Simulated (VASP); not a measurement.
Set up this calculation in VASP 6.6.1, as the native input.

| Quantity | Value |
| --- | --- |
| Task | single point |
| Functional | PBE |
| Potentials or basis | VASP PAW PBE potentials, release 64 (Tl_d, O, La) |
| Cutoff | 520 eV |
| k mesh | 8 × 8 × 6 |
| Occupations | fermi-dirac, width 0.02 eV |
| Spin | no spin polarisation |
| Dipole correction | no |
| Further INCAR settings | ALGO = Normal; EDIFF = 1e-07; NBANDS = 26 |

The structure of LaTlO2 lies in POSCAR:

```
LaTlO2
1.0
    3.8118056049      0.0000000000      0.0000000000
    0.0000000000      3.8118056049      0.0000000000
    0.0000000000      0.0000000000      5.0390821775
Tl O La
1 2 1
Direct
    0.0000000000      0.0000000000      0.0000000000
    0.0000000000      0.0000000000      0.5000000000
    0.5000000000      0.5000000000      0.0000000000
    0.5000000000      0.5000000000      0.5000000000
```

The input as run:

INCAR

```
ALGO = Normal
EDIFF = 1E-7
ENCUT = 520
GGA = PE
ISIF = 2
ISMEAR = -1
LASPH = T
LCHARG = F
LREAL = F
LWAVE = F
NBANDS = 26
NELM = 60
PREC = Accurate
SIGMA = 0.02
```

KPOINTS

```
k-points
0
Gamma
  8 8 6
```

Potentials or basis: VASP PAW PBE potentials, release 64 (Tl_d, O, La).

Launch:

```console
$ cat potpaw_PBE.64/Tl_d/POTCAR potpaw_PBE.64/O/POTCAR potpaw_PBE.64/La/POTCAR > POTCAR
$ mpirun -np 1 vasp_std > vasp.out
```

Results of the run:

| Item | Value |
| --- | --- |
| Pressure | -0.1 GPa |
| Band gap on the k mesh | zero (bands 18 and 19 overlap by 1.15 eV) |

Caveat: spin-orbit coupling is left out, which moves the levels of the heavy elements.

Wall time 53 s on 1 thread of Intel(R) Xeon(R) 6975P-C (Granite Rapids), on a shared host, peak memory 0.27 GiB.
